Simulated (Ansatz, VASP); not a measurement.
# Cu: VASP beside Ansatz

```
CELL_PARAMETERS angstrom
1.21846 -3.97638 0.00000
1.21846 3.97638 0.00000
0.00000 0.00000 2.47550
ATOMIC_POSITIONS crystal
Cu 0.86613 0.13387 0.75000
Cu 0.13387 0.86613 0.25000
```

Alike in both runs: functional LDA; k mesh 11 × 11 × 11; occupations fermi-dirac, width 0.05 eV; no spin polarisation.

|  | VASP | Ansatz |
| --- | --- | --- |
| version | VASP 6.6.1 | Ansatz 0.2.0 |
| potentials or method | VASP PAW LDA potentials, release 64 (Cu), cutoff 520 eV | all-electron LAPW, scalar-relativistic |
| task | single point | band structure |

```tsv
	VASP	Ansatz	Ansatz less VASP
gap on the k mesh at the Fermi level (eV)	none	none	-
pressure (GPa)	-6.8	-7.6	-0.73
traceless stress, the component that is largest in VASP (GPa)	-0.81	-0.88	-0.070
rms of the force components (eV/Å)	0.021	0.025	+0.0039
```

LDA's correlation is that of Perdew and Zunger in VASP and of Perdew and Wang (1992) in Ansatz. Atom by atom the forces differ by 0.004 eV/Å (rms over components). A gap of «none» marks a metal or a gap that the smearing closes. Ansatz ran all-electron here, and VASP with PAW potentials.
